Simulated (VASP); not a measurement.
# SnTe (Fm-3m) in VASP: a series of runs, part 2 of 2

VASP 6.6.1. The steps go on from the part before.

## 4. Electric field gradients, LDA (volume scaled by 0.975)

File INCAR:

```
SYSTEM = SnTe
PREC     = Accurate       ! precision mode
ENCUT    = 520            ! plane-wave cutoff, eV
EDIFF    = 1E-8           ! SCF threshold, eV
ISMEAR   = -1             ! smearing method
SIGMA    = 0.08           ! smearing width, eV
LREAL    = .False.        ! projectors in reciprocal space
LASPH    = .True.         ! aspherical terms in the spheres
NELM     = 100            ! most SCF steps
ALGO     = Normal         ! electronic algorithm
ISIF     = 2              ! what is computed and relaxed
LWAVE    = .False.        ! write WAVECAR
LCHARG   = .False.        ! write CHGCAR
LEFG     = .True.       
NBANDS   = 17             ! bands
```

File KPOINTS:

```
regular mesh
0
Gamma
  11 11 11
  0 0 0
```

File POSCAR:

```
SnTe
1.0
    0.0000000000      3.1299735358      3.1299735358
    3.1299735358      0.0000000000      3.1299735358
    3.1299735358      3.1299735358      0.0000000000
Sn Te
1 1
Direct
    0.0000000000      0.0000000000      0.0000000000
    0.5000000000      0.5000000000      0.5000000000
```

Potentials or basis: VASP PAW LDA potentials, release 64 (Sn_d, Te).

On the command line:

```sh
$ cat potpaw_LDA.64/Sn_d/POTCAR potpaw_LDA.64/Te/POTCAR > POTCAR
$ mpirun -np 1 vasp_std > vasp.out
```

OUTCAR:

```text
SYSTEM = SnTe
   PREC = Accurate
   ENCUT = 520
   EDIFF = 1E-8
   ISMEAR = -1
   LREAL = .False.
   LASPH = .True.
   NELM = 100
   ISIF = 2

 ion  position               nearest neighbor table
   1  0.000  0.000  0.000-   2 3.13   2 3.13   2 3.13   2 3.13   2 3.13   2 3.13
   2  0.500  0.500  0.500-   1 3.13   1 3.13   1 3.13   1 3.13   1 3.13   1 3.13

  LATTYP: Found a face centered cubic cell.
 ALAT       =     6.2599470716

  Lattice vectors:

 A1 = (   0.0000000000,   3.1299735358,   3.1299735358)
 A2 = (   3.1299735358,   0.0000000000,   3.1299735358)
 A3 = (   3.1299735358,   3.1299735358,   0.0000000000)

Analysis of symmetry for initial positions (statically):
[... 692 lines left out ...]
  energy  without entropy=       -8.8304457687  energy(sigma->0) =       -8.83144577

 Electric field gradients (V/A^2)
---------------------------------------------------------------------
 ion       V_xx      V_yy      V_zz      V_xy      V_xz      V_yz
---------------------------------------------------------------------
   1      -0.000    -0.000     0.000    -0.002    -0.002    -0.002
   2       0.000    -0.000     0.000     0.000     0.000     0.000
---------------------------------------------------------------------

 Electric field gradients after diagonalization (V/A^2)
 (convention: |V_zz| > |V_xx| > |V_yy|)
----------------------------------------------------------------------
 ion       V_xx      V_yy      V_zz     asymmetry (V_yy - V_xx)/ V_zz
----------------------------------------------------------------------
   1       0.002     0.002    -0.004       0.000
   2      -0.000    -0.000     0.000       0.000
----------------------------------------------------------------------

           NMR quadrupolar parameters

 Cq : quadrupolar parameter    Cq=e*Q*V_zz/h
 eta: asymmetry parameters     (V_yy - V_xx)/ V_zz
 Q  : nuclear electric quadrupole moment in mb (millibarn)
----------------------------------------------------------------------
 ion       Cq(MHz)       eta       Q (mb)
----------------------------------------------------------------------
   1      -0.000       0.000       1.000
   2       0.000       0.000       1.000
----------------------------------------------------------------------
```

Wall time 73 s (1 thread of Intel Xeon 6975P-C, shared host); peak memory 0.21 GiB.

Results:

* Free energy: -8.8324 eV
* Pressure: -0.5 GPa

Caveat: the cell differs from its parent crystal (volume scaled by 0.975); this odd mesh misses L, where the gap lies, so gap, dielectric constants and Born charges aren't listed; without QUAD_EFG the Cq values of the log hold for a quadrupole moment of 1 mb, not for the nuclei; spin-orbit coupling is left out, which moves the levels of the heavy elements.

## 5. Electric field gradients, LDA

This run uses another cell than the first one, of 31.45 Å³/atom, 1.053 times its volume.

File INCAR:

```
SYSTEM = SnTe
ALGO = Normal
EDIFF = 1E-8
ENCUT = 520
ISIF = 2
ISMEAR = -1
LASPH = .True.
LCHARG = .False.
LEFG = .True.
LREAL = .False.
LWAVE = .False.
NBANDS = 17
NELM = 60
PREC = Accurate
SIGMA = 0.08
```

File KPOINTS:

```
k-points
0
Gamma
  11 11 11
  0 0 0
```

File POSCAR:

```
SnTe
1.0
    0.0000000000      3.1565000000      3.1565000000
    3.1565000000      0.0000000000      3.1565000000
    3.1565000000      3.1565000000      0.0000000000
Sn Te
1 1
Direct
    0.0000000000      0.0000000000      0.0000000000
    0.5000000000      0.5000000000      0.5000000000
```

Potentials or basis: VASP PAW LDA potentials, release 64 (Sn_d, Te).

On the command line:

```sh
$ cat potpaw_LDA.64/Sn_d/POTCAR potpaw_LDA.64/Te/POTCAR > POTCAR
$ mpirun -np 1 vasp_std > vasp.out
```

OUTCAR:

```text
SYSTEM = SnTe
   EDIFF = 1E-8
   ENCUT = 520
   ISIF = 2
   ISMEAR = -1
   LASPH = .True.
   LREAL = .False.
   NELM = 60
   PREC = Accurate

 ion  position               nearest neighbor table
   1  0.000  0.000  0.000-   2 3.16   2 3.16   2 3.16   2 3.16   2 3.16   2 3.16
   2  0.500  0.500  0.500-   1 3.16   1 3.16   1 3.16   1 3.16   1 3.16   1 3.16

  LATTYP: Found a face centered cubic cell.
 ALAT       =     6.3130000000

  Lattice vectors:

 A1 = (   0.0000000000,   3.1565000000,   3.1565000000)
 A2 = (   3.1565000000,   0.0000000000,   3.1565000000)
 A3 = (   3.1565000000,   3.1565000000,   0.0000000000)

Analysis of symmetry for initial positions (statically):
=====================================================================
 Subroutine PRICEL returns:
 Original cell was already a primitive cell.

 Routine SETGRP: Setting up the symmetry group for a
 face centered cubic supercell.

 Subroutine GETGRP returns: Found 48 space group operations
 (whereof 48 operations were pure point group operations)
 out of a pool of 48 trial point group operations.

The static configuration has the point symmetry O_h .

Analysis of symmetry for dynamics (positions and initial velocities):
=====================================================================
 Subroutine PRICEL returns:
 Original cell was already a primitive cell.

 Routine SETGRP: Setting up the symmetry group for a
 face centered cubic supercell.

 Subroutine GETGRP returns: Found 48 space group operations
 (whereof 48 operations were pure point group operations)
 out of a pool of 48 trial point group operations.

The dynamic configuration has the point symmetry O_h .

 Subroutine INISYM returns: Found 48 space group operations
 (whereof 48 operations are pure point group operations),
 and found     1 'primitive' translations

----------------------------------------------------------------------------------------

                                     Primitive cell

  volume of cell :      62.8995

  direct lattice vectors                    reciprocal lattice vectors
     0.000000000  3.156500000  3.156500000    -0.158403295  0.158403295  0.158403295
     3.156500000  0.000000000  3.156500000     0.158403295 -0.158403295  0.158403295
     3.156500000  3.156500000  0.000000000     0.158403295  0.158403295 -0.158403295

  length of vectors
     4.463965110  4.463965110  4.463965110     0.274362555  0.274362555  0.274362555

  position of ions in fractional coordinates (direct lattice)
     0.000000000  0.000000000  0.000000000
     0.500000000  0.500000000  0.500000000

  ion indices of the primitive-cell ions
   primitive index   ion index
                 1           1
                 2           2

----------------------------------------------------------------------------------------

 KPOINTS: k-points

Automatic generation of k-mesh.
 Grid dimensions read from file:
 generate k-points for:   11   11   11

 Generating k-lattice:

[... 68 lines left out ...]
   ISYM   =      2    0-nonsym 1-usesym 2-fastsym
   POTIM  = 0.5000    time-step for ionic-motion
   TEBEG  =    0.0;   TEEND  =   0.0 temperature during run
   PSTRESS=    0.0 pullay stress
   NELECT =      20.0000    total number of electrons
   NUPDOWN=      -1.0000    fix difference up-down
   EMIN   =  10.00;   EMAX   =-10.00  energy-range for DOS
   EFERMI =   0.00;   METHOD = LEGACY
   ISMEAR =    -1;   SIGMA  =   0.08  broadening in eV -4-tet -1-fermi 0-gaus
   EFERMI_NEDOS =   21; number of points for ismear=-14 and -15
   IALGO  =     38    algorithm
   IMIX   =      4    mixing-type and parameters
     AMIX     =   0.40;   BMIX     =  1.00
     AMIX_MAG =   1.60;   BMIX_MAG =  1.00
  volume/ion in A,a.u.               =      31.45       212.23
  Fermi-wavevector in a.u.,A,eV,Ry     =   1.117384  2.111549 16.987507  1.248547
  Thomas-Fermi vector in A             =   2.254006
   LORBIT       =      0    0 simple, 1 ext, 2 COOP (PROOUT), +10 PAW based schemes
   GGA     = CA    functional components
   LHFCALC =     F    Hartree Fock is set to
   AEXX    =    0.0000 exact exchange contribution
   IVDW    =     0    specifies the selected vdW correction
   LEPSILON=     F    determine dielectric tensor
   LRPA    =     F    only Hartree local field effects (RPA)
 non-spin polarized calculation
  energy-cutoff  :      520.00
  volume of cell :       62.90
 maximum number of plane-waves:      1715
 NGX is ok and might be reduce to    36
   NGX = 17   NGY = 17   NGZ = 17

 number of electron      19.9999999 magnetization

 Free energy of the ion-electron system (eV)
  ---------------------------------------------------
  ext. energy  EPLUGINS =         0.00000000
  ---------------------------------------------------
  free energy    TOTEN  =        -8.82187531 eV

  energy without entropy =       -8.82016228  energy(sigma->0) =       -8.82101880

 E-fermi :   6.6460     XC(G=0):  -9.7157

 val. band max:        6.4718728609   @ k =   0.4545   0.0000   0.0000
 cond. band min:       6.8958564730   @ k =   0.4545   0.0000   0.0000
 fundamental gap:      0.4239836121
 Fermi energy:         6.6460408113

 k-point     1 :       0.0000    0.0000    0.0000
  band No.  band energies     occupation
      1     -15.1189      2.00000
      2     -15.1189      2.00000
      3     -15.1102      2.00000
      4     -15.1102      2.00000
      5     -15.1102      2.00000
      6      -6.1095      2.00000
[... 457 lines left out ...]
      4     -15.1069      2.00000
      5     -15.1055      2.00000
      6      -5.4258      2.00000
[... 9 lines left out ...]
     16      14.5188      0.00000
     17      14.6734      0.00000

 [... further k-points ...]

------------------------ aborting loop because EDIFF is reached ----------------------------------------

  FORCE on cell =-STRESS in cart. coord.  units (eV):
  Direction    XX          YY          ZZ          XY          YZ          ZX
  --------------------------------------------------------------------------------------
  -------------------------------------------------------------------------------------
  Total       -0.6556096     -0.6556096     -0.6556096      0.0000000      0.0000000      0.0000000
  in kB      -16.6996926    -16.6996926    -16.6996926      0.0000000      0.0000000      0.0000000
  external PRESSURE =     -16.6996926 kB  Pullay stress =       0.0000000 kB

 VOLUME and BASIS-vectors are now :
 -----------------------------------------------------------------------------
  energy-cutoff  :      520.00
  volume of cell :       62.90
      direct lattice vectors                 reciprocal lattice vectors
     0.000000000  3.156500000  3.156500000    -0.158403295  0.158403295  0.158403295
     3.156500000  0.000000000  3.156500000     0.158403295 -0.158403295  0.158403295
     3.156500000  3.156500000  0.000000000     0.158403295  0.158403295 -0.158403295

 POSITION                                       TOTAL-FORCE (eV/Angst)
 -----------------------------------------------------------------------------------
      0.00000      0.00000      0.00000        -0.000000      0.000000      0.000000
      3.15650      3.15650      3.15650         0.000000     -0.000000      0.000000
 -----------------------------------------------------------------------------------
    total drift:                               -0.000000      0.000000      0.000000

  FREE ENERGIE OF THE ION-ELECTRON SYSTEM (eV)
  ---------------------------------------------------
  free  energy   TOTEN  =        -8.8218753109 eV

  energy  without entropy=       -8.8201622802  energy(sigma->0) =       -8.82101880

 Electric field gradients (V/A^2)
---------------------------------------------------------------------
 ion       V_xx      V_yy      V_zz      V_xy      V_xz      V_yz
---------------------------------------------------------------------
   1      -0.000    -0.000     0.000    -0.002    -0.002    -0.002
   2       0.000    -0.000     0.000     0.000     0.000     0.000
---------------------------------------------------------------------

 Electric field gradients after diagonalization (V/A^2)
 (convention: |V_zz| > |V_xx| > |V_yy|)
----------------------------------------------------------------------
 ion       V_xx      V_yy      V_zz     asymmetry (V_yy - V_xx)/ V_zz
----------------------------------------------------------------------
   1       0.002     0.002    -0.004       0.000
   2      -0.000    -0.000     0.000       0.000
----------------------------------------------------------------------

           NMR quadrupolar parameters

 Cq : quadrupolar parameter    Cq=e*Q*V_zz/h
 eta: asymmetry parameters     (V_yy - V_xx)/ V_zz
 Q  : nuclear electric quadrupole moment in mb (millibarn)
----------------------------------------------------------------------
 ion       Cq(MHz)       eta       Q (mb)
----------------------------------------------------------------------
   1      -0.000       0.000       1.000
   2       0.000       0.000       1.000
----------------------------------------------------------------------
```

OSZICAR:

```text
N       E                     dE             d eps       ncg     rms          rms(c)
DAV:   1     0.126265547252E+03    0.12627E+03   -0.95030E+03  1915   0.134E+03
DAV:   2     0.279646690365E+01   -0.12347E+03   -0.12039E+03  2075   0.335E+02
DAV:   3    -0.854532952721E+01   -0.11342E+02   -0.11272E+02  2355   0.897E+01
DAV:   4    -0.887409352047E+01   -0.32876E+00   -0.32857E+00  2214   0.159E+01
DAV:   5    -0.888763206576E+01   -0.13539E-01   -0.13538E-01  2768   0.318E+00    0.449E+00
DAV:   6    -0.882697516965E+01    0.60657E-01   -0.12827E-01  2689   0.241E+00    0.285E+00
DAV:   7    -0.882274432421E+01    0.42308E-02   -0.42958E-02  2461   0.103E+00    0.778E-01
DAV:   8    -0.882188416078E+01    0.86016E-03   -0.64467E-03  2455   0.626E-01    0.143E-01
DAV:   9    -0.882189635843E+01   -0.12198E-04   -0.67475E-04  2701   0.215E-01    0.418E-02
DAV:  10    -0.882187662774E+01    0.19731E-04   -0.64951E-05  2509   0.646E-02    0.256E-02
DAV:  11    -0.882187553303E+01    0.10947E-05   -0.29271E-05  2523   0.376E-02    0.209E-02
DAV:  12    -0.882187538383E+01    0.14920E-06   -0.22969E-06  2199   0.889E-03    0.128E-02
DAV:  13    -0.882187536196E+01    0.21877E-07   -0.97980E-08  2461   0.187E-03    0.869E-03
DAV:  14    -0.882187531136E+01    0.50597E-07   -0.14908E-07  2568   0.407E-03    0.236E-03
DAV:  15    -0.882187531094E+01    0.41655E-09   -0.24627E-08  2038   0.720E-04
   1 F= -.88218753E+01 E0= -.88210188E+01  d E =-.171303E-02
```

stdout:

```text
POSCAR found type information on POSCAR SnTe
 POSCAR found :  2 types and       2 ions
 scaLAPACK will be used
 LDA part: xc-table for (Slater(with rela. corr.)+CA(PZ))
 , standard interpolation
 POSCAR, INCAR and KPOINTS ok, starting setup
 FFT: planning ... GRIDC
 FFT: planning ... GRID_SOFT
 FFT: planning ... GRID
 WAVECAR not read
 entering main loop
ion   1

ion   2
```

Run time: 83 s. Hardware: 1 thread of Intel Xeon 6975P-C, shared host; peak memory 0.21 GiB.

Results:

```
Free energy : -8.8219 eV
Pressure    : -1.7 GPa
```

Levels at points of the mesh, in eV from the Fermi level:
| k point | band 8 | band 9 | band 10 | band 11 | band 12 | band 13 |
| --- | --- | --- | --- | --- | --- | --- |
| (0.00, 0.00, 0.00) | -2.08 | -2.08 | -2.08 | 3.30 | 3.30 | 3.30 |

Caveat: this odd mesh misses L, where the gap lies, so gap, dielectric constants and Born charges aren't listed; without QUAD_EFG the Cq values of the log hold for a quadrupole moment of 1 mb, not for the nuclei; spin-orbit coupling is left out, which moves the levels of the heavy elements.

## 6. Overview

```tsv
cell	pressure (GPa)
a = 4.388 Å, angles 60.0°, 2 atoms	0.8
a = 4.426 Å, angles 60.0°, 2 atoms	-0.5
a = 4.464 Å, angles 60.0°, 2 atoms	-1.7
```

Alike in all rows: task electric field gradients; level LDA; potentials or basis VASP PAW LDA potentials, release 64 (Sn_d, Te); no spin polarisation; k mesh 11 × 11 × 11; cutoff (eV) 520; smearing fermi-dirac 0.08 eV.

Caveats: spin-orbit coupling is left out, which moves the levels of the heavy elements.

Absolute energies hang on the potentials; compare differences alone.
